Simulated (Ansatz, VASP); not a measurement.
# Two plane-wave programs on Ge

```
CELL_PARAMETERS angstrom
5.87461 0.00000 0.00000
0.00000 5.87461 0.00000
0.00000 0.00000 6.91261
ATOMIC_POSITIONS crystal
Ge 0.08858 0.08858 0.00000
Ge 0.41142 0.58858 0.75000
Ge 0.91142 0.91142 0.50000
Ge 0.58858 0.41142 0.25000
Ge 0.17186 0.37025 0.25571
Ge 0.12975 0.67186 0.00571
Ge 0.82814 0.62975 0.75571
Ge 0.87025 0.32814 0.50571
Ge 0.67186 0.12975 0.99429
Ge 0.62975 0.82814 0.24429
Ge 0.32814 0.87025 0.49429
Ge 0.37025 0.17186 0.74429
```

Alike in both runs: functional LDA; k mesh 6 × 6 × 4; occupations gaussian, width 0.02 eV; no spin polarisation.

Ansatz relaxed the structure, and its values are those at the end. VASP's run is a single point on that final structure, the one shown.

|  | VASP | Ansatz |
| --- | --- | --- |
| version | VASP 6.6.1 | Ansatz 0.2.0 |
| potentials or method | VASP PAW LDA potentials, release 64 (Ge_d), cutoff 520 eV | scalar-relativistic, plane waves, PAW |
| valence electrons in the cell | 168 | 168 |

|  | VASP | Ansatz | Ansatz less VASP |
| --- | --- | --- | --- |
| gap on the k mesh at the Fermi level (eV) | 0.51 | 0.49 | -0.017 |
| least direct gap on the mesh (eV) | 0.51 | 0.49 | -0.017 |
| pressure (GPa) | 0.1 | 0.0 | -0.13 |

LDA's correlation is that of Perdew and Zunger in VASP and of Perdew and Wang (1992) in Ansatz.
